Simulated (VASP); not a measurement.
# GaP (F-43m) in VASP: settings compared

GaP is run at these levels: PBE, PBEsol, BLYP; tasks: single point.

All numbers are computed with VASP 6.6.1; they aren't measurements. Logs are shortened: lines on timing, memory, paths and dates and some standing lists are left out, and cuts for length are marked.

**What was measured.**

“Stacking defects in GaP nanowires: Electronic structure and optical properties”, 2018, arxiv:1810.01194 quotes, for a bulk crystal of GaP at 10 K: band gap 2.34 eV (indirect).

The runs below are set against these values where they give the same quantity.

## 1. The cell of the first run

It takes space group F-43m (No. 216, cubic). Conventional cell: a = 5.451 Å, b = 5.451 Å, c = 5.451 Å, α = 90.00°, β = 90.00°, γ = 90.00°. Within 3.1 Å of Ga (site symmetry -43m) lie 4 P at 2.36 Å. P (site symmetry -43m) has 4 Ga at 2.36 Å within 3.1 Å.

## 2. Single point, PBE

The input, INCAR:

```
  PREC = Accurate
  ENCUT = 520
  EDIFF = 1E-7
  ISMEAR = -1
  SIGMA = 0.06
  LREAL = F
  LASPH = T
  NELM = 60
  ALGO = Normal
  ISIF = 2
  LWAVE = F
  LCHARG = F
  GGA = PE
  NBANDS = 16
```

The input, KPOINTS:

```
regular mesh
0
Gamma
  3 3 3
```

The input, POSCAR:

```
GaP
1.0
    0.0000000000      2.7252500000      2.7252500000
    2.7252500000      0.0000000000      2.7252500000
    2.7252500000      2.7252500000      0.0000000000
Ga P
1 1
Direct
    0.0000000000      0.0000000000      0.0000000000
    0.7500000000      0.7500000000      0.7500000000
```

Potentials or basis: VASP PAW PBE potentials, release 64 (Ga_d, P).

The run is started by

```console
$ cat potpaw_PBE.64/Ga_d/POTCAR potpaw_PBE.64/P/POTCAR > POTCAR
$ mpirun -np 1 vasp_std > vasp.out
```

OUTCAR:

```text
PREC = Accurate
   ENCUT = 520
   EDIFF = 1E-7
   ISMEAR = -1
   LREAL = F
   LASPH = T
   NELM = 60
   ISIF = 2
   GGA = PE

 ion  position               nearest neighbor table
   1  0.000  0.000  0.000-   2 2.36   2 2.36   2 2.36   2 2.36
   2  0.750  0.750  0.750-   1 2.36   1 2.36   1 2.36   1 2.36

  LATTYP: Found a face centered cubic cell.
 ALAT       =     5.4505000000

  Lattice vectors:

 A1 = (   0.0000000000,   2.7252500000,   2.7252500000)
 A2 = (   2.7252500000,   0.0000000000,   2.7252500000)
 A3 = (   2.7252500000,   2.7252500000,   0.0000000000)

Analysis of symmetry for initial positions (statically):
[... 5 lines left out ...]
 face centered cubic supercell.

 Subroutine GETGRP returns: Found 24 space group operations
 (whereof 24 operations were pure point group operations)
 out of a pool of 48 trial point group operations.

The static configuration has the point symmetry T_d .

Analysis of symmetry for dynamics (positions and initial velocities):
[... 5 lines left out ...]
 face centered cubic supercell.

 Subroutine GETGRP returns: Found 24 space group operations
 (whereof 24 operations were pure point group operations)
 out of a pool of 48 trial point group operations.

The dynamic configuration has the point symmetry T_d .

 Subroutine INISYM returns: Found 24 space group operations
 (whereof 24 operations are pure point group operations),
 and found     1 'primitive' translations

----------------------------------------------------------------------------------------

                                     Primitive cell

  volume of cell :      40.4808

  direct lattice vectors                    reciprocal lattice vectors
     0.000000000  2.725250000  2.725250000    -0.183469406  0.183469406  0.183469406
     2.725250000  0.000000000  2.725250000     0.183469406 -0.183469406  0.183469406
     2.725250000  2.725250000  0.000000000     0.183469406  0.183469406 -0.183469406

  length of vectors
     3.854085511  3.854085511  3.854085511     0.317778334  0.317778334  0.317778334

  position of ions in fractional coordinates (direct lattice)
     0.000000000  0.000000000  0.000000000
     0.750000000  0.750000000  0.750000000

  ion indices of the primitive-cell ions
   primitive index   ion index
                 1           1
                 2           2

----------------------------------------------------------------------------------------

 KPOINTS: regular mesh
[... 43 lines left out ...]
   LSORBIT =      F    spin-orbit coupling
   LASPH  =      T    aspherical Exc in radial PAW
   ENCUT  =  520.0 eV  38.22 Ry    6.18 a.u.   7.17  7.17  7.17*2*pi/ulx,y,z
   NELM   =     60;   NELMIN=  2; NELMDL= -5     # of ELM steps
   EDIFF  = 0.1E-06   stopping-criterion for ELM
   LREAL  =      F    real-space projection
   EDIFFG = 0.1E-05   stopping-criterion for IOM
   NSW    =      0    number of steps for IOM
   IBRION =     -1    ionic relax: 0-MD 1-quasi-New 2-CG
   NFREE  =      0    steps in history (QN), initial steepest desc. (CG)
   ISIF   =      2    stress and relaxation
   ISYM   =      2    0-nonsym 1-usesym 2-fastsym
   POTIM  = 0.5000    time-step for ionic-motion
   TEBEG  =    0.0;   TEEND  =   0.0 temperature during run
   PSTRESS=    0.0 pullay stress
   NELECT =      18.0000    total number of electrons
   NUPDOWN=      -1.0000    fix difference up-down
   EMIN   =  10.00;   EMAX   =-10.00  energy-range for DOS
   EFERMI =   0.00;   METHOD = LEGACY
   ISMEAR =    -1;   SIGMA  =   0.06  broadening in eV -4-tet -1-fermi 0-gaus
   EFERMI_NEDOS =   21; number of points for ismear=-14 and -15
   IALGO  =     38    algorithm
   IMIX   =      4    mixing-type and parameters
     AMIX     =   0.40;   BMIX     =  1.00
     AMIX_MAG =   1.60;   BMIX_MAG =  1.00
  volume/ion in A,a.u.               =      20.24       136.59
  Fermi-wavevector in a.u.,A,eV,Ry     =   1.249538  2.361284 21.243377  1.561344
  Thomas-Fermi vector in A             =   2.383574
   LORBIT       =      0    0 simple, 1 ext, 2 COOP (PROOUT), +10 PAW based schemes
   GGA     = PE    functional components
   LHFCALC =     F    Hartree Fock is set to
   AEXX    =    0.0000 exact exchange contribution
   IVDW    =     0    specifies the selected vdW correction
   LEPSILON=     F    determine dielectric tensor
   LRPA    =     F    only Hartree local field effects (RPA)
 non-spin polarized calculation
  energy-cutoff  :      520.00
  volume of cell :       40.48
 maximum number of plane-waves:      1113
 NGX is ok and might be reduce to    30
   NGX = 15   NGY = 15   NGZ = 15

 number of electron      17.9999989 magnetization

 Free energy of the ion-electron system (eV)
  ---------------------------------------------------
  ext. energy  EPLUGINS =         0.00000000
  ---------------------------------------------------
  free energy    TOTEN  =        -8.61498869 eV

  energy without entropy =       -8.61498824  energy(sigma->0) =       -8.61498847

 E-fermi :   5.6008     XC(G=0):  -9.7700

 val. band max:        4.7777139703   @ k =   0.0000   0.0000   0.0000
 cond. band min:       6.4726359554   @ k =   0.3333   0.3333   0.0000
 fundamental gap:      1.6949219852
 Fermi energy:         5.6007776342

 k-point     1 :       0.0000    0.0000    0.0000
  band No.  band energies     occupation
      1      -9.8981      2.00000
      2      -9.8981      2.00000
      3      -9.8981      2.00000
      4      -9.8021      2.00000
      5      -9.8021      2.00000
      6      -7.7364      2.00000
[... 53 lines left out ...]
      3      -9.8490      2.00000
      4      -9.8126      2.00000
      5      -9.7951      2.00000
      6      -4.9839      2.00000
[... 8 lines left out ...]
     15      14.3088      0.00000
     16      19.8008      0.00000

------------------------ aborting loop because EDIFF is reached ----------------------------------------

  FORCE on cell =-STRESS in cart. coord.  units (eV):
  Direction    XX          YY          ZZ          XY          YZ          ZX
  --------------------------------------------------------------------------------------
  -------------------------------------------------------------------------------------
  Total        1.0247311      1.0247311      1.0247311     -0.0000000     -0.0000000     -0.0000000
  in kB       40.5575255     40.5575255     40.5575255     -0.0000000     -0.0000000     -0.0000000
  external PRESSURE =      40.5575255 kB  Pullay stress =       0.0000000 kB

 VOLUME and BASIS-vectors are now :
 -----------------------------------------------------------------------------
  energy-cutoff  :      520.00
  volume of cell :       40.48
      direct lattice vectors                 reciprocal lattice vectors
     0.000000000  2.725250000  2.725250000    -0.183469406  0.183469406  0.183469406
     2.725250000  0.000000000  2.725250000     0.183469406 -0.183469406  0.183469406
     2.725250000  2.725250000  0.000000000     0.183469406  0.183469406 -0.183469406

 POSITION                                       TOTAL-FORCE (eV/Angst)
 -----------------------------------------------------------------------------------
      0.00000      0.00000      0.00000         0.000000     -0.000000     -0.000000
      4.08788      4.08788      4.08788        -0.000000      0.000000      0.000000
 -----------------------------------------------------------------------------------
    total drift:                               -0.000002     -0.000002     -0.000002

  FREE ENERGIE OF THE ION-ELECTRON SYSTEM (eV)
  ---------------------------------------------------
  free  energy   TOTEN  =        -8.6149886896 eV

  energy  without entropy=       -8.6149882408  energy(sigma->0) =       -8.61498847
```

stdout:

```text
POSCAR found type information on POSCAR GaP
 POSCAR found :  2 types and       2 ions
 scaLAPACK will be used
 LDA part: xc-table for (Slater+PW92), standard interpolation
 POSCAR, INCAR and KPOINTS ok, starting setup
 FFT: planning ... GRIDC
 FFT: planning ... GRID_SOFT
 FFT: planning ... GRID
 WAVECAR not read
 entering main loop
```

Wall time 13 s (1 thread of AMD EPYC 7R13, shared host); peak memory 0.13 GiB.

What came out:

```
Free energy            : -8.6150 eV
Pressure               : 4.1 GPa
Band gap on the k mesh : 1.69 eV, indirect (least direct gap 1.80 eV)
```

Levels at points of the mesh, in eV from the valence-band top:
```csv
k point,band 5,band 6,band 7,band 8,band 9,band 10,band 11,band 12,band 13,band 14
"(0.00, 0.00, 0.00)",-14.58,-12.51,0.00,0.00,0.00,1.80,3.81,3.81,3.81,8.78
```

Caveat: the k points lie up to 0.67 Å⁻¹ apart. PBE gaps usually lie below the measured ones, often by a third to a half.

(Part 1 of 3 ends here.)
